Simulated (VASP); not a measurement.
Input of a VASP 6.6.1 run:

Contents of POSCAR:

```
Na
1.0
   -2.1125000000      2.1125000000      2.1125000000
    2.1125000000     -2.1125000000      2.1125000000
    2.1125000000      2.1125000000     -2.1125000000
Na
1
Direct
    0.0000000000      0.0000000000      0.0000000000
```

INCAR.step1

```
PREC = Accurate
ENCUT = 520
ISMEAR = -1
SIGMA = 0.1
LREAL = F
LASPH = T
NELM = 100
NBANDS = 10
GGA = PE
ALGO = Normal
EDIFF = 1E-4
LWAVE = T
LCHARG = F
```

INCAR.step2

```
PREC = Accurate
ENCUT = 520
EDIFF = 1E-6
ISMEAR = -1
SIGMA = 0.1
LREAL = F
LASPH = T
NELM = 100
ALGO = Normal
ISIF = 2
LWAVE = F
LCHARG = F
METAGGA = R2SCAN
LMIXTAU = T
NBANDS = 10
ISTART = 1
```

KPOINTS

```
regular mesh
0
Gamma
  2 2 2
```

Potentials or basis: VASP PAW PBE potentials, release 64 (Na_pv).

Command:

```bash
$ cat potpaw_PBE.64/Na_pv/POTCAR > POTCAR
$ cp INCAR.step1 INCAR
$ mpirun -np 1 vasp_std > vasp.out
$ cp INCAR.step2 INCAR
$ mpirun -np 1 vasp_std > vasp.out
```

(1) What does it give for the band gap on the k mesh?

(2) Estimate the pressure.

Answers

(1) zero (an odd number of electrons rules out a gap without spin polarisation).

(2) 2.1 GPa.

Caveat: the k points lie up to 1.05 Å⁻¹ apart, too coarse for converged energies and pressures of a metal; the PAW data sets were made with another functional, which shifts forces and pressure a little.
